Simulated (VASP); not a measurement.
# Ir: single point with LDA

Ir:

```
Ir
1.0
     0.00000    2.00606    1.71899
     2.00606    0.00000    1.71899
     2.00606    2.00606    0.00000
Ir
1
Cartesian
  0.0000 0.0000 0.0000
```

- Program: VASP 6.6.1
- Task: single point
- Functional: LDA
- Potentials or basis: VASP PAW LDA potentials, release 64 (Ir_sv_GW)
- Cutoff: 560 eV
- k mesh: 22 × 22 × 22
- Occupations: gaussian, width 0.15 eV
- Spin: no spin polarisation
- Dipole correction: no
- Further INCAR settings: ALGO = Normal; EDIFF = 1e-06; NBANDS = 14

```yaml
Pressure: 4.5 GPa
Band_gap_on_the_k_mesh: zero (an odd number of electrons rules out a gap without spin polarisation)
```

Stress tensor (GPa, compression positive):
```
-11.67   0.00   0.00
  0.00 -11.67   0.00
  0.00   0.00  36.83
```

Levels at points of the mesh, in eV from the Fermi level:
| k point | band 5 | band 6 | band 7 | band 8 | band 9 | band 10 | band 11 | band 12 |
| --- | --- | --- | --- | --- | --- | --- | --- | --- |
| (0.00, 0.00, 0.00) | -11.24 | -4.36 | -4.36 | -2.55 | -2.52 | -0.19 | 14.10 | 17.65 |
| (0.50, 0.00, 0.00) | -8.24 | -5.09 | -2.76 | -0.59 | 0.35 | 1.69 | 7.82 | 13.06 |
| (0.50, 0.50, 0.00) | -7.93 | -7.67 | 1.03 | 1.68 | 1.68 | 4.26 | 9.92 | 9.92 |
| (0.50, 0.00, 0.50) | -8.13 | -7.19 | 0.64 | 0.64 | 0.80 | 2.30 | 9.69 | 11.79 |

It took 100 s on 1 thread of Intel(R) Xeon(R) Platinum 8259CL CPU @ 2.50GHz (Skylake/Cascade Lake), with other jobs on the host, peak memory 0.29 GiB.

Caveat: the stress differs along the axes, from -12 to 37 GPa; spin-orbit coupling is left out, which moves the levels of the heavy elements.
